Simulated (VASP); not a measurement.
Input of a VASP 6.6.1 run:

Contents of INCAR:

```
PREC     = Accurate       # precision mode
ENCUT    = 520            # plane-wave cutoff, eV
EDIFF    = 1E-6           # SCF threshold, eV
ISMEAR   = 0              # smearing method
SIGMA    = 0.1            # smearing width, eV
LREAL    = F              # projectors in reciprocal space
LASPH    = T              # aspherical terms in the spheres
NELM     = 80             # most SCF steps
ALGO     = Fast           # electronic algorithm
ISIF     = 2              # what is computed and relaxed
LWAVE    = F              # write WAVECAR
LCHARG   = F              # write CHGCAR
GGA      = PE             # functional
NBANDS   = 24             # bands
```

File KPOINTS:

```
regular mesh
0
Gamma
  12 12 12
```

POSCAR

```
BeSn
1.0
    0.0000000000      3.3937799844      3.3937799844
    3.3937799844      0.0000000000      3.3937799844
    3.3937799844      3.3937799844      0.0000000000
Be Sn
2 2
Direct
    0.0000000000      0.0000000000      0.0000000000
    0.2500000000      0.2500000000      0.2500000000
    0.5000000000      0.5000000000      0.5000000000
    0.7500000000      0.7500000000      0.7500000000
```

Potentials or basis: VASP PAW PBE potentials, release 64 (Be, Sn_d).

Command:

```sh
$ cat potpaw_PBE.64/Be/POTCAR potpaw_PBE.64/Sn_d/POTCAR > POTCAR
$ mpirun -np 1 vasp_std > vasp.out
```

(1) What does it give for the band gap on the k mesh?

(2) Predict the pressure.

Answers

(1) zero (band 16 reaches 8.06 eV, above the bottom of band 17 at 6.19 eV).

(2) -0.1 GPa.

Caveat: spin-orbit coupling is left out, which moves the levels of the heavy elements.
